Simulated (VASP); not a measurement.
# Si3N4 (kscan) (Fd-3m) in VASP: further runs

The runs below take Si3N4 (kscan) through single point, with r2SCAN.

Everything below comes from runs of VASP 6.6.1. Logs are shortened: lines on timing, memory, paths and dates and some standing lists are left out, and cuts for length are marked.

## Step 1: The cell of the first run

The structure is cubic, space group Fd-3m (No. 227). Conventional cell: a = 7.787 Å, b = 7.787 Å, c = 7.787 Å, α = 90.00°, β = 90.00°, γ = 90.00°. Within 2.5 Å of Si (site symmetry -3m) lie 6 N at 1.89 Å. Si (site symmetry -43m) has 4 N at 1.79 Å within 2.4 Å. N (site symmetry 3m) has 4 Si at 1.79 to 1.89 Å within 2.4 Å.

## Step 2: Single point, r2SCAN

POSCAR

```
Si3N4
1.0
    0.0000000000      3.8937180000      3.8937180000
    3.8937180000      0.0000000000      3.8937180000
    3.8937180000      3.8937180000      0.0000000000
Si N
6 8
Direct
    0.6250000000      0.6250000000      0.1250000000
    0.6250000000      0.1250000000      0.6250000000
    0.1250000000      0.6250000000      0.6250000000
    0.6250000000      0.6250000000      0.6250000000
    0.2500000000      0.2500000000      0.2500000000
    0.0000000000      0.0000000000      0.0000000000
    0.8675630000      0.8675630000      0.8675630000
    0.8526890000      0.3824370000      0.3824370000
    0.3824370000      0.3824370000      0.8526890000
    0.3824370000      0.8526890000      0.3824370000
    0.8675630000      0.8675630000      0.3973110000
    0.8675630000      0.3973110000      0.8675630000
    0.3824370000      0.3824370000      0.3824370000
    0.3973110000      0.8675630000      0.8675630000
```

INCAR.step1

```
PREC = Accurate
ENCUT = 520
ISMEAR = 0
SIGMA = 0.1
LREAL = False
LASPH = True
NELM = 80
NBANDS = 45
GGA = PE
ALGO = Normal
EDIFF = 1E-4
LWAVE = True
LCHARG = False
```

INCAR.step2

```
PREC = Accurate
ENCUT = 520
EDIFF = 1E-7
ISMEAR = 0
SIGMA = 0.1
LREAL = False
LASPH = True
NELM = 80
ALGO = Normal
ISIF = 2
LWAVE = False
LCHARG = False
METAGGA = R2SCAN
LMIXTAU = True
NBANDS = 45
ISTART = 1
```

KPOINTS

```
Automatic mesh
0
Gamma
  4 4 4
```

Potentials or basis: VASP PAW PBE potentials, release 64 (Si, N).

Command:

```console
$ cat potpaw_PBE.64/Si/POTCAR potpaw_PBE.64/N/POTCAR > POTCAR
$ cp INCAR.step1 INCAR
$ mpirun -np 1 vasp_std > vasp.out
$ cp INCAR.step2 INCAR
$ mpirun -np 1 vasp_std > vasp.out
```

OUTCAR:

```text
PREC = Accurate
   ENCUT = 520
   EDIFF = 1E-7
   ISMEAR = 0
   LREAL = False
   LASPH = True
   NELM = 80
   ISIF = 2
   METAGGA = R2SCAN
   ISTART = 1

 ion  position               nearest neighbor table
   1  0.625  0.625  0.125-   7 1.89  13 1.89  10 1.89  12 1.89   8 1.89  14 1.89   4 2.75   2 2.75
                             3 2.75   4 2.75   2 2.75   3 2.75
   2  0.625  0.125  0.625-   7 1.89  13 1.89   9 1.89  11 1.89   8 1.89  14 1.89   4 2.75   1 2.75
                             1 2.75   3 2.75   4 2.75   3 2.75
   3  0.125  0.625  0.625-   7 1.89  13 1.89  10 1.89  11 1.89  12 1.89   9 1.89   4 2.75   1 2.75
                             2 2.75   1 2.75   2 2.75   4 2.75
   4  0.625  0.625  0.625-   9 1.89  11 1.89  10 1.89   8 1.89  12 1.89  14 1.89   1 2.75   2 2.75
                             3 2.75   1 2.75   2 2.75   3 2.75
   5  0.250  0.250  0.250-   8 1.79   9 1.79  10 1.79  13 1.79
   6  0.000  0.000  0.000-  11 1.79  12 1.79  14 1.79   7 1.79
   7  0.868  0.868  0.868-   6 1.79   2 1.89   3 1.89   1 1.89
   8  0.853  0.382  0.382-   5 1.79   4 1.89   1 1.89   2 1.89
   9  0.382  0.382  0.853-   5 1.79   4 1.89   2 1.89   3 1.89
  10  0.382  0.853  0.382-   5 1.79   4 1.89   1 1.89   3 1.89
  11  0.868  0.868  0.397-   6 1.79   4 1.89   2 1.89   3 1.89
  12  0.868  0.397  0.868-   6 1.79   4 1.89   1 1.89   3 1.89
  13  0.382  0.382  0.382-   5 1.79   2 1.89   3 1.89   1 1.89
  14  0.397  0.868  0.868-   6 1.79   4 1.89   1 1.89   2 1.89

  LATTYP: Found a face centered cubic cell.
 ALAT       =     7.7874360000

  Lattice vectors:

 A1 = (   0.0000000000,   3.8937180000,   3.8937180000)
 A2 = (   3.8937180000,   0.0000000000,   3.8937180000)
 A3 = (   3.8937180000,   3.8937180000,   0.0000000000)

Analysis of symmetry for initial positions (statically):
=====================================================================
 Subroutine PRICEL returns:
 Original cell was already a primitive cell.

 Routine SETGRP: Setting up the symmetry group for a
 face centered cubic supercell.

 Subroutine GETGRP returns: Found 48 space group operations
 (whereof 24 operations were pure point group operations)
 out of a pool of 48 trial point group operations.

The static configuration has the point symmetry T_d .
 The point group associated with its full space group is O_h .

Analysis of symmetry for dynamics (positions and initial velocities):
=====================================================================
 Subroutine PRICEL returns:
 Original cell was already a primitive cell.

 Routine SETGRP: Setting up the symmetry group for a
 face centered cubic supercell.

 Subroutine GETGRP returns: Found 48 space group operations
 (whereof 24 operations were pure point group operations)
 out of a pool of 48 trial point group operations.

The dynamic configuration has the point symmetry T_d .
 The point group associated with its full space group is O_h .

 Subroutine INISYM returns: Found 48 space group operations
 (whereof 24 operations are pure point group operations),
 and found     1 'primitive' translations

----------------------------------------------------------------------------------------

                                     Primitive cell

  volume of cell :     118.0656

  direct lattice vectors                    reciprocal lattice vectors
     0.000000000  3.893718000  3.893718000    -0.128411970  0.128411970  0.128411970
     3.893718000  0.000000000  3.893718000     0.128411970 -0.128411970  0.128411970
     3.893718000  3.893718000  0.000000000     0.128411970  0.128411970 -0.128411970

  length of vectors
     5.506548804  5.506548804  5.506548804     0.222416057  0.222416057  0.222416057

  position of ions in fractional coordinates (direct lattice)
     0.625000000  0.625000000  0.125000000
     0.625000000  0.125000000  0.625000000
     0.125000000  0.625000000  0.625000000
     0.625000000  0.625000000  0.625000000
     0.250000000  0.250000000  0.250000000
     0.000000000  0.000000000  0.000000000
     0.867563000  0.867563000  0.867563000
     0.852689000  0.382437000  0.382437000
     0.382437000  0.382437000  0.852689000
     0.382437000  0.852689000  0.382437000
     0.867563000  0.867563000  0.397311000
     0.867563000  0.397311000  0.867563000
     0.382437000  0.382437000  0.382437000
[... 32 lines left out ...]
     0.032102993  0.032102993 -0.032102993     0.000000000  0.000000000  0.250000000

  Length of vectors
     0.055604014  0.055604014  0.055604014

  Shift w.r.t. Gamma in fractional coordinates (k-lattice)
     0.000000000  0.000000000  0.000000000

 Subroutine IBZKPT returns following result:
 ===========================================

 Found      8 irreducible k-points:

 Following reciprocal coordinates:
            Coordinates               Weight
  0.000000  0.000000  0.000000      1.000000
  0.250000  0.000000  0.000000      8.000000
  0.500000  0.000000  0.000000      4.000000
  0.250000  0.250000  0.000000      6.000000
  0.500000  0.250000  0.000000     24.000000
 -0.250000  0.250000  0.000000     12.000000
  0.500000  0.500000  0.000000      3.000000
 -0.250000  0.500000  0.250000      6.000000
   k-points           NKPTS =      8   k-points in BZ     NKDIM =      8   number of bands    NBANDS=     45
   number of dos      NEDOS =    301   number of ions     NIONS =     14
   total plane-waves  NPLWV =  74088
   dimension x,y,z NGX =    42 NGY =   42 NGZ =   42
   dimension x,y,z NGXF=    84 NGYF=   84 NGZF=   84
   ions per type =               6   8
   NGX,Y,Z   is equivalent  to a cutoff of  12.68, 12.68, 12.68 a.u.
   NGXF,Y,Z  is equivalent  to a cutoff of  25.36, 25.36, 25.36 a.u.
 SYSTEM =  unknown system
   PREC   = accura    normal or accurate (medium, high low for compatibility)
   ISTART =      1    job   : 0-new  1-cont  2-samecut
   ICHARG =      0    charge: 1-file 2-atom 10-const
   ISPIN  =      1    spin polarized calculation?
   LNONCOLLINEAR =      F non collinear calculations
   LSORBIT =      F    spin-orbit coupling
   LASPH  =      T    aspherical Exc in radial PAW
   ENCUT  =  520.0 eV  38.22 Ry    6.18 a.u.  10.24 10.24 10.24*2*pi/ulx,y,z
   NELM   =     80;   NELMIN=  2; NELMDL=  0     # of ELM steps
   EDIFF  = 0.1E-06   stopping-criterion for ELM
   LREAL  =      F    real-space projection
   EDIFFG = 0.1E-05   stopping-criterion for IOM
   NSW    =      0    number of steps for IOM
   IBRION =     -1    ionic relax: 0-MD 1-quasi-New 2-CG
   NFREE  =      0    steps in history (QN), initial steepest desc. (CG)
   ISIF   =      2    stress and relaxation
   ISYM   =      2    0-nonsym 1-usesym 2-fastsym
   POTIM  = 0.5000    time-step for ionic-motion
   TEBEG  =    0.0;   TEEND  =   0.0 temperature during run
   PSTRESS=    0.0 pullay stress
   NELECT =      64.0000    total number of electrons
   NUPDOWN=      -1.0000    fix difference up-down
   EMIN   =  10.00;   EMAX   =-10.00  energy-range for DOS
   EFERMI =   0.00;   METHOD = LEGACY
   ISMEAR =     0;   SIGMA  =   0.10  broadening in eV -4-tet -1-fermi 0-gaus
   EFERMI_NEDOS =   21; number of points for ismear=-14 and -15
   IALGO  =     38    algorithm
   IMIX   =      4    mixing-type and parameters
     AMIX     =   0.40;   BMIX     =  1.00
     AMIX_MAG =   1.60;   BMIX_MAG =  1.00
  volume/ion in A,a.u.               =       8.43        56.91
  Fermi-wavevector in a.u.,A,eV,Ry     =   1.334833  2.522469 24.242584  1.781780
  Thomas-Fermi vector in A             =   2.463584
   LORBIT       =      0    0 simple, 1 ext, 2 COOP (PROOUT), +10 PAW based schemes
   METAGGA = R2SCAN    functional components
   LHFCALC =     F    Hartree Fock is set to
   AEXX    =    0.0000 exact exchange contribution
   IVDW    =     0    specifies the selected vdW correction
   LEPSILON=     F    determine dielectric tensor
   LRPA    =     F    only Hartree local field effects (RPA)
 non-spin polarized calculation
 Gauss-broadening in eV      SIGMA  =   0.10
  energy-cutoff  :      520.00
  volume of cell :      118.07
 maximum number of plane-waves:      3218
 NGX is ok and might be reduce to    42
   NGX = 21   NGY = 21   NGZ = 21

 number of electron      64.0000005 magnetization

 Free energy of the ion-electron system (eV)
  ---------------------------------------------------
  ext. energy  EPLUGINS =         0.00000000
  ---------------------------------------------------
  free energy    TOTEN  =      -141.77571557 eV

  energy without entropy =     -141.77571557  energy(sigma->0) =     -141.77571557

 E-fermi :   9.2956     XC(G=0): -12.8382

 val. band max:        8.8531941240   @ k =   0.0000   0.0000   0.0000
 cond. band min:      12.8117353031   @ k =   0.0000   0.0000   0.0000
 fundamental gap:      3.9585411791
 Fermi energy:         9.2955612813

 k-point     1 :       0.0000    0.0000    0.0000
  band No.  band energies     occupation
      1     -10.7670      2.00000
      2      -7.4781      2.00000
      3      -6.5687      2.00000
      4      -6.5687      2.00000
      5      -6.5686      2.00000
      6      -5.5876      2.00000
[... 365 lines left out ...]
     43      19.6073      0.00000
     44      19.6073      0.00000
 [bands above 44 left out]

------------------------ aborting loop because EDIFF is reached ----------------------------------------

  FORCE on cell =-STRESS in cart. coord.  units (eV):
  Direction    XX          YY          ZZ          XY          YZ          ZX
  --------------------------------------------------------------------------------------
  -------------------------------------------------------------------------------------
  Total       -4.9672400     -4.9672400     -4.9672400     -0.0000000      0.0000000     -0.0000000
  in kB      -67.4065727    -67.4065727    -67.4065727     -0.0000000      0.0000000     -0.0000000
  external PRESSURE =     -67.4065727 kB  Pullay stress =       0.0000000 kB

 VOLUME and BASIS-vectors are now :
 -----------------------------------------------------------------------------
  energy-cutoff  :      520.00
  volume of cell :      118.07
      direct lattice vectors                 reciprocal lattice vectors
     0.000000000  3.893718000  3.893718000    -0.128411970  0.128411970  0.128411970
     3.893718000  0.000000000  3.893718000     0.128411970 -0.128411970  0.128411970
     3.893718000  3.893718000  0.000000000     0.128411970  0.128411970 -0.128411970

 POSITION                                       TOTAL-FORCE (eV/Angst)
 -----------------------------------------------------------------------------------
      2.92029      2.92029      4.86715        -0.000000     -0.000000     -0.000000
      2.92029      4.86715      2.92029        -0.000000     -0.000000     -0.000000
      4.86715      2.92029      2.92029        -0.000000     -0.000000     -0.000000
      4.86715      4.86715      4.86715        -0.000000     -0.000000     -0.000000
      1.94686      1.94686      1.94686        -0.000000     -0.000000     -0.000000
      0.00000      0.00000      0.00000        -0.000000     -0.000000     -0.000000
      6.75609      6.75609      6.75609        -0.031950     -0.031950     -0.031950
      2.97820      4.80923      4.80923         0.031950     -0.031950     -0.031950
      4.80923      4.80923      2.97820        -0.031950     -0.031950      0.031950
      4.80923      2.97820      4.80923        -0.031950      0.031950     -0.031950
      4.92506      4.92506      6.75609         0.031950      0.031950     -0.031950
      4.92506      6.75609      4.92506         0.031950     -0.031950      0.031950
      2.97820      2.97820      2.97820         0.031950      0.031950      0.031950
      6.75609      4.92506      4.92506        -0.031950      0.031950      0.031950
 -----------------------------------------------------------------------------------
    total drift:                               -0.000000     -0.000000      0.000000

  FREE ENERGIE OF THE ION-ELECTRON SYSTEM (eV)
  ---------------------------------------------------
  free  energy   TOTEN  =      -141.7757155664 eV

  energy  without entropy=     -141.7757155664  energy(sigma->0) =     -141.77571557
```

Run time: 5.4 min. Hardware: 1 thread of AMD EPYC 7R43 (Zen 3), shared host; peak memory 0.24 GiB.

Results:

* Free energy: -141.7757 eV
* Pressure: -6.7 GPa
* Largest force: 0.055 eV/Å
* Band gap on the k mesh: 3.96 eV, direct

Forces on the atoms (eV/Å):
```
Si   0.000  0.000  0.000
Si   0.000  0.000  0.000
Si   0.000  0.000  0.000
Si   0.000  0.000  0.000
Si   0.000  0.000  0.000
Si   0.000  0.000  0.000
N   -0.032 -0.032 -0.032
N    0.032 -0.032 -0.032
N   -0.032 -0.032  0.032
N   -0.032  0.032 -0.032
N    0.032  0.032 -0.032
N    0.032 -0.032  0.032
N    0.032  0.032  0.032
N   -0.032  0.032  0.032
```

Levels at points of the mesh, in eV from the valence-band top:
| k point | band 29 | band 30 | band 31 | band 32 | band 33 | band 34 | band 35 | band 36 |
| --- | --- | --- | --- | --- | --- | --- | --- | --- |
| (0.00, 0.00, 0.00) | -0.15 | 0.00 | 0.00 | 0.00 | 3.96 | 3.96 | 3.96 | 5.63 |
| (0.50, 0.00, 0.00) | -0.45 | -0.45 | -0.33 | -0.33 | 5.60 | 6.44 | 6.44 | 6.99 |
| (0.50, 0.50, 0.00) | -1.11 | -1.11 | -0.43 | -0.43 | 7.34 | 7.34 | 7.66 | 7.66 |

Caveat: the PAW data sets were made with another functional, which shifts forces and pressure a little. r2SCAN opens gaps a little over a GGA but as a rule still falls short of measured ones.

## Step 3: Single point, r2SCAN

This run uses another cell than the first one, of 8.25 Å³/atom, 0.978 times its volume.

POSCAR

```
Si3N4
1.0
    0.0000000000      3.8649930468      3.8649930468
    3.8649930468      0.0000000000      3.8649930468
    3.8649930468      3.8649930468      0.0000000000
Si N
6 8
Direct
    0.6250000000      0.6250000000      0.1250000000
    0.6250000000      0.1250000000      0.6250000000
    0.1250000000      0.6250000000      0.6250000000
    0.6250000000      0.6250000000      0.6250000000
    0.2500000000      0.2500000000      0.2500000000
    0.0000000000      0.0000000000      0.0000000000
    0.8675723426      0.8675723426      0.8675723426
    0.8527170279      0.3824276574      0.3824276574
    0.3824276574      0.3824276574      0.8527170279
    0.3824276574      0.8527170279      0.3824276574
    0.8675723426      0.8675723426      0.3972829721
    0.8675723426      0.3972829721      0.8675723426
    0.3824276574      0.3824276574      0.3824276574
    0.3972829721      0.8675723426      0.8675723426
```

INCAR.step1

```
PREC     = Accurate       # precision mode
ENCUT    = 520            # plane-wave cutoff, eV
ISMEAR   = 0              # smearing method
SIGMA    = 0.02           # smearing width, eV
LREAL    = F              # projectors in reciprocal space
LASPH    = T              # aspherical terms in the spheres
NELM     = 80             # most SCF steps
NBANDS   = 45             # bands
GGA      = PE             # functional
ALGO     = Normal         # electronic algorithm
EDIFF    = 1E-4           # SCF threshold, eV
LWAVE    = T              # write WAVECAR
LCHARG   = F              # write CHGCAR
```

INCAR.step2

```
PREC     = Accurate       # precision mode
ENCUT    = 520            # plane-wave cutoff, eV
EDIFF    = 1E-6           # SCF threshold, eV
ISMEAR   = 0              # smearing method
SIGMA    = 0.02           # smearing width, eV
LREAL    = F              # projectors in reciprocal space
LASPH    = T              # aspherical terms in the spheres
NELM     = 80             # most SCF steps
ALGO     = Normal         # electronic algorithm
ISIF     = 2              # what is computed and relaxed
LWAVE    = F              # write WAVECAR
LCHARG   = F              # write CHGCAR
METAGGA  = R2SCAN         # meta-GGA
LMIXTAU  = T            
NBANDS   = 45             # bands
ISTART   = 1
```

KPOINTS

```
regular mesh
0
Gamma
  6 6 6
```

Potentials or basis: VASP PAW PBE potentials, release 64 (Si, N).

Command:

```console
$ cat potpaw_PBE.64/Si/POTCAR potpaw_PBE.64/N/POTCAR > POTCAR
$ cp INCAR.step1 INCAR
$ mpirun -np 1 vasp_std > vasp.out
$ cp INCAR.step2 INCAR
$ mpirun -np 1 vasp_std > vasp.out
```

Run time: 2.8 min. Hardware: 1 thread of Intel Xeon 6975P-C (Granite Rapids), shared host; peak memory 0.3 GiB.

Results (log left out):

| Quantity | Value |
| --- | --- |
| Free energy | -141.8280 eV |
| Pressure | 0.2 GPa |
| Largest force | 0.021 eV/Å |
| Band gap on the k mesh | 4.03 eV, indirect (least direct gap 4.05 eV) |

Forces in eV/Å, atoms in the order of the input:
```
Si   0.000  0.000  0.000
Si   0.000  0.000  0.000
Si   0.000  0.000  0.000
Si   0.000  0.000  0.000
Si   0.000  0.000  0.000
Si   0.000  0.000  0.000
N    0.012  0.012  0.012
N   -0.012  0.012  0.012
N    0.012  0.012 -0.012
N    0.012 -0.012  0.012
N   -0.012 -0.012  0.012
N   -0.012  0.012 -0.012
N   -0.012 -0.012 -0.012
N    0.012 -0.012 -0.012
```

Levels at points of the mesh, in eV from the valence-band top:
| k point | band 29 | band 30 | band 31 | band 32 | band 33 | band 34 | band 35 | band 36 |
| --- | --- | --- | --- | --- | --- | --- | --- | --- |
| (0.00, 0.00, 0.00) | -0.20 | -0.02 | -0.02 | -0.02 | 4.03 | 4.03 | 4.03 | 5.75 |
| (0.50, 0.00, 0.00) | -0.49 | -0.49 | -0.38 | -0.38 | 5.67 | 6.48 | 6.48 | 7.16 |
| (0.50, 0.50, 0.00) | -1.16 | -1.16 | -0.49 | -0.49 | 7.43 | 7.43 | 7.74 | 7.74 |

Caveat: the PAW data sets were made with another functional, which shifts forces and pressure a little. r2SCAN opens gaps a little over a GGA but as a rule still falls short of measured ones.
